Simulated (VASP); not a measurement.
# Ag (P6_3/mmc) in VASP: a series of runs

Aim: see how the results for Ag move with the level of theory and the settings. Levels: RPBE, LDA, PBEsol+D3(BJ), HSE06. Tasks: single point, relaxation of cell and atoms.

All numbers are computed with VASP 6.6.1; they aren't measurements. Logs are shortened: lines on timing, memory, paths and dates and some standing lists are left out, and cuts for length are marked.

## (1) The cell of the first run

Symmetry: P6_3/mmc, No. 194, hexagonal system. Conventional cell: a = 2.930 Å, b = 2.930 Å, c = 4.790 Å, α = 90.00°, β = 90.00°, γ = 120.00°. Ag (site symmetry -6m2) has 12 Ag at 2.93 Å within 3.9 Å.

This isn't the form of Ag at room conditions, which is fcc.

## (2) Single point, RPBE

INCAR reads:

```
SYSTEM = Ag
ALGO = Normal
EDIFF = 1E-6
ENCUT = 520
GGA = RP
ISIF = 2
ISMEAR = 0
LASPH = .TRUE.
LCHARG = .TRUE.
LELF = .TRUE.
LREAL = .FALSE.
LVHAR = .TRUE.
LWAVE = .FALSE.
NBANDS = 18
NELM = 60
PREC = Accurate
SIGMA = 0.1
```

KPOINTS reads:

```
k-points
0
G
  10 10 6
  0 0 0
```

POSCAR reads:

```
Ag
1.0
    2.9300000000      0.0000000000      0.0000000000
   -1.4650000000      2.5374544331      0.0000000000
    0.0000000000      0.0000000000      4.7900000000
Ag
2
Direct
    0.6666666667      0.3333333333      0.7500000000
    0.3333333333      0.6666666667      0.2500000000
```

Potentials or basis: VASP PAW PBE potentials, release 64 (Ag).

The run is started by

```bash
cat potpaw_PBE.64/Ag/POTCAR > POTCAR
mpirun -np 1 vasp_std > vasp.out
```

OUTCAR:

```text
SYSTEM = Ag
   EDIFF = 1E-6
   ENCUT = 520
   GGA = RP
   ISIF = 2
   ISMEAR = 0
   LASPH = .TRUE.
   LREAL = .FALSE.
   NELM = 60
   PREC = Accurate

 ion  position               nearest neighbor table
   1  0.667  0.333  0.750-   2 2.93   2 2.93   2 2.93   2 2.93   2 2.93   2 2.93
   2  0.333  0.667  0.250-   1 2.93   1 2.93   1 2.93   1 2.93   1 2.93   1 2.93

  LATTYP: Found a hexagonal cell.
 ALAT       =     2.9300000000
 C/A-ratio  =     1.6348122867

  Lattice vectors:

 A1 = (   2.9300000000,   0.0000000000,   0.0000000000)
 A2 = (  -1.4650000000,   2.5374544331,   0.0000000000)
 A3 = (   0.0000000000,   0.0000000000,   4.7900000000)

Analysis of symmetry for initial positions (statically):
=====================================================================
 Subroutine PRICEL returns:
 Original cell was already a primitive cell.

 Routine SETGRP: Setting up the symmetry group for a
 hexagonal supercell.

 Subroutine GETGRP returns: Found 24 space group operations
 (whereof 12 operations were pure point group operations)
 out of a pool of 24 trial point group operations.

The static configuration has the point symmetry D_3d.
 The point group associated with its full space group is D_6h.

Analysis of symmetry for dynamics (positions and initial velocities):
=====================================================================
 Subroutine PRICEL returns:
 Original cell was already a primitive cell.

 Routine SETGRP: Setting up the symmetry group for a
 hexagonal supercell.

 Subroutine GETGRP returns: Found 24 space group operations
 (whereof 12 operations were pure point group operations)
 out of a pool of 24 trial point group operations.

The dynamic configuration has the point symmetry D_3d.
 The point group associated with its full space group is D_6h.

 Subroutine INISYM returns: Found 24 space group operations
 (whereof 12 operations are pure point group operations),
 and found     1 'primitive' translations

----------------------------------------------------------------------------------------

                                     Primitive cell

  volume of cell :      35.6124

  direct lattice vectors                    reciprocal lattice vectors
     2.930000000  0.000000000  0.000000000     0.341296928  0.197047873  0.000000000
    -1.465000000  2.537454433  0.000000000     0.000000000  0.394095747  0.000000000
     0.000000000  0.000000000  4.790000000     0.000000000  0.000000000  0.208768267

  length of vectors
     2.930000000  2.930000000  4.790000000     0.394095747  0.394095747  0.208768267

[... 81 lines left out ...]
   LREAL  =      F    real-space projection
   EDIFFG = 0.1E-04   stopping-criterion for IOM
   NSW    =      0    number of steps for IOM
   IBRION =     -1    ionic relax: 0-MD 1-quasi-New 2-CG
   NFREE  =      0    steps in history (QN), initial steepest desc. (CG)
   ISIF   =      2    stress and relaxation
   ISYM   =      2    0-nonsym 1-usesym 2-fastsym
   POTIM  = 0.5000    time-step for ionic-motion
   TEBEG  =    0.0;   TEEND  =   0.0 temperature during run
   PSTRESS=    0.0 pullay stress
   NELECT =      22.0000    total number of electrons
   NUPDOWN=      -1.0000    fix difference up-down
   EMIN   =  10.00;   EMAX   =-10.00  energy-range for DOS
   EFERMI =   0.00;   METHOD = LEGACY
   ISMEAR =     0;   SIGMA  =   0.10  broadening in eV -4-tet -1-fermi 0-gaus
   EFERMI_NEDOS =   21; number of points for ismear=-14 and -15
   IALGO  =     38    algorithm
   IMIX   =      4    mixing-type and parameters
     AMIX     =   0.40;   BMIX     =  1.00
     AMIX_MAG =   1.60;   BMIX_MAG =  1.00
  volume/ion in A,a.u.               =      17.81       120.16
  Fermi-wavevector in a.u.,A,eV,Ry     =   1.394275  2.634799 26.449782  1.944004
  Thomas-Fermi vector in A             =   2.517840
   LORBIT       =      0    0 simple, 1 ext, 2 COOP (PROOUT), +10 PAW based schemes
   GGA     = RP    functional components
   LHFCALC =     F    Hartree Fock is set to
   AEXX    =    0.0000 exact exchange contribution
   IVDW    =     0    specifies the selected vdW correction
   LEPSILON=     F    determine dielectric tensor
   LRPA    =     F    only Hartree local field effects (RPA)
 non-spin polarized calculation
 Gauss-broadening in eV      SIGMA  =   0.10
  energy-cutoff  :      520.00
  volume of cell :       35.61
 maximum number of plane-waves:       990
 NGX is ok and might be reduce to    24
   NGX = 11   NGY = 11   NGZ = 17

 number of electron      22.0000005 magnetization

 Free energy of the ion-electron system (eV)
  ---------------------------------------------------
  ext. energy  EPLUGINS =         0.00000000
  ---------------------------------------------------
  free energy    TOTEN  =        -4.36405064 eV

  energy without entropy =       -4.36048153  energy(sigma->0) =       -4.36226609

 E-fermi :   8.0022     XC(G=0): -11.8137

 val. band max:        7.7905374108   @ k =   0.3000   0.0000   0.3333
 cond. band min:       8.0299608558   @ k =   0.3000   0.2000   0.3333
 fundamental gap:      0.2394234451
 Fermi energy:         8.0022438543

 k-point     1 :       0.0000    0.0000    0.0000
  band No.  band energies     occupation
      1       0.5655      2.00000
      2       1.8510      2.00000
      3       3.3095      2.00000
      4       3.4035      2.00000
      5       3.4035      2.00000
      6       3.6218      2.00000
[... 481 lines left out ...]
      5       3.3397      2.00000
      6       3.9107      2.00000
[... 10 lines left out ...]
     17      20.0900      0.00000
     18      22.1269      0.00000

 [... further k-points ...]

------------------------ aborting loop because EDIFF is reached ----------------------------------------

  FORCE on cell =-STRESS in cart. coord.  units (eV):
  Direction    XX          YY          ZZ          XY          YZ          ZX
  --------------------------------------------------------------------------------------
  -------------------------------------------------------------------------------------
  Total        1.0257142      1.0257142      0.8800910      0.0000000     -0.0000000      0.0000000
  in kB       46.1461579     46.1461579     39.5946724      0.0000000     -0.0000000      0.0000000
  external PRESSURE =      43.9623294 kB  Pullay stress =       0.0000000 kB

 VOLUME and BASIS-vectors are now :
 -----------------------------------------------------------------------------
  energy-cutoff  :      520.00
  volume of cell :       35.61
      direct lattice vectors                 reciprocal lattice vectors
     2.930000000  0.000000000  0.000000000     0.341296928  0.197047873  0.000000000
    -1.465000000  2.537454433  0.000000000     0.000000000  0.394095747  0.000000000
     0.000000000  0.000000000  4.790000000     0.000000000  0.000000000  0.208768267

 POSITION                                       TOTAL-FORCE (eV/Angst)
 -----------------------------------------------------------------------------------
      1.46500      0.84582      3.59250        -0.000000     -0.000000      0.000000
     -0.00000      1.69164      1.19750         0.000000      0.000000      0.000000
 -----------------------------------------------------------------------------------
    total drift:                               -0.000000      0.000000     -0.000000

  FREE ENERGIE OF THE ION-ELECTRON SYSTEM (eV)
  ---------------------------------------------------
  free  energy   TOTEN  =        -4.3640506441 eV

  energy  without entropy=       -4.3604815307  energy(sigma->0) =       -4.36226609
```

Run time: 16 s. Hardware: 1 thread of AMD EPYC 9R45 (Zen 5), shared host; peak memory 0.14 GiB.

Results:

- Free energy: -4.3641 eV
- Pressure: 4.4 GPa
- Band gap on the k mesh: zero (bands 11 and 12 overlap by 6.46 eV)

Caveat: the cell stands under pressure; the PAW data sets were made with another functional, which shifts forces and pressure a little.

## (3) Single point, LDA

INCAR reads:

```
PREC     = Accurate       # precision mode
ENCUT    = 520            # plane-wave cutoff, eV
EDIFF    = 1E-7           # SCF threshold, eV
ISMEAR   = 0              # smearing method
SIGMA    = 0.05           # smearing width, eV
LREAL    = F              # projectors in reciprocal space
LASPH    = T              # aspherical terms in the spheres
NELM     = 80             # most SCF steps
ALGO     = Fast           # electronic algorithm
ISIF     = 2              # what is computed and relaxed
LWAVE    = F              # write WAVECAR
LCHARG   = T              # write CHGCAR
GGA      = CA             # functional
LELF     = T              # ELF
LVHAR    = T            
NBANDS   = 18             # bands
```

KPOINTS reads:

```
regular mesh
0
Gamma
  10 10 6
```

POSCAR is that of step 2.

Potentials or basis: VASP PAW LDA potentials, release 64 (Ag).

The run is started by

```bash
cat potpaw_LDA.64/Ag/POTCAR > POTCAR
mpirun -np 1 vasp_std > vasp.out
```

It took 19 s on 1 thread of AMD EPYC 9R45 (Zen 5), shared host; peak memory 0.12 GiB.

Results (log left out):

- Free energy: -7.4137 eV
- Pressure: -10.3 GPa
- Band gap on the k mesh: zero (bands 11 and 12 overlap by 6.33 eV)

Stress tensor (GPa, compression positive):
```
-10.03   0.00   0.00
  0.00 -10.03   0.00
  0.00   0.00 -10.76
```

Levels at points of the mesh, in eV from the Fermi level:
```
           k point  band 7  band 8  band 9  band 10  band 11  band 12  band 13  band 14  band 15  band 16
(0.00, 0.00, 0.00)   -4.31   -3.98   -3.98    -3.03    -3.03    -0.33     3.30    15.56    17.36    17.63
(0.50, 0.00, 0.00)   -3.69   -2.90   -2.85    -2.77     0.10     1.42     6.60     6.90     8.90    10.17
(0.00, 0.00, 0.50)   -4.39   -4.39   -3.33    -3.33    -3.33    -3.33    10.76    10.76    15.87    15.87
(0.50, 0.00, 0.50)   -3.07   -3.07   -2.82    -2.82     0.76     0.76     4.30     4.30    13.17    13.17
```

Caveat: the cell stands under tension.

## (4) Relaxation of cell and atoms, PBEsol+D3(BJ)

INCAR reads:

```
SYSTEM = Ag
ALGO = Normal
EDIFF = 1E-7
EDIFFG = -0.01
ENCUT = 600
GGA = PS
IBRION = 2
ISIF = 3
ISMEAR = 1
IVDW = 12
LASPH = .TRUE.
LCHARG = .FALSE.
LREAL = .FALSE.
LWAVE = .FALSE.
NELM = 60
NSW = 80
PREC = Accurate
SIGMA = 0.1
```

KPOINTS reads:

```
k-points
0
G
  10 10 6
  0 0 0
```

POSCAR is that of step 3.

Potentials or basis: VASP PAW PBE potentials, release 64 (Ag).

The run is started by

```bash
cat potpaw_PBE.64/Ag/POTCAR > POTCAR
mpirun -np 1 vasp_std > vasp.out
```

Wall time 68 s (1 thread of AMD EPYC 9R45 (Zen 5), shared host); peak memory 0.17 GiB.

Results (log left out):

* Free energy: -7.7346 eV
* Relaxed volume: 15.96 Å³/atom
* Relaxed cell: a = 2.831 Å, b = 2.831 Å, c = 4.601 Å, α = 90.00°, β = 90.00°, γ = 120.00°
* Space group after relaxing (to 0.1 Å): P6_3/mmc (No. 194)
* Energy gained by relaxing: 71.8 meV/atom
* Ionic steps: 7
* Pressure after relaxing: 0.0 GPa
* Band gap on the k mesh: zero (bands 11 and 12 overlap by 6.71 eV)
* Dispersion energy per atom: -0.583 eV

The path:
```csv
step,energy change (eV),largest force (eV/Å),pressure (GPa),volume (Å³)
1,0.0000,0.0000,-11.06,35.61
2,-0.0611,0.0000,12.60,29.64
3,-0.1435,0.0000,-0.13,31.96
4,-0.1435,0.0000,0.17,31.89
5,-0.1436,0.0000,-0.13,31.96
6,-0.1436,0.0000,-0.13,31.96
7,-0.1436,0.0000,0.03,31.92
```

Final structure:
```yaml
crystal:
  lattice:
    - [2.83061, 0.00000, 0.00000]
    - [-1.41531, 2.45138, 0.00000]
    - [0.00000, 0.00000, 4.60058]
  atoms:
    - { symbol: Ag, position: [0.66667, 0.33333, 0.75000] }
    - { symbol: Ag, position: [0.33333, 0.66667, 0.25000] }
```

Levels at points of the mesh, in eV from the Fermi level:
```
           k point  band 7  band 8  band 9  band 10  band 11  band 12  band 13  band 14  band 15
(0.00, 0.00, 0.00)   -4.64   -4.27   -4.27    -3.11    -3.11    -0.61     4.02    15.75    17.88
(0.50, 0.00, 0.00)   -4.00   -2.97   -2.88    -2.80     0.05     1.68     7.19     7.43    10.00
(0.00, 0.00, 0.50)   -4.81   -4.81   -3.46    -3.46    -3.46    -3.46    11.73    11.73    16.15
(0.50, 0.00, 0.50)   -3.18   -3.18   -2.87    -2.87     0.62     0.62     4.96     4.96    14.08
```

Caveat: the PAW data sets were made with another functional, which shifts forces and pressure a little.

(Continued in part 2 of 2.)
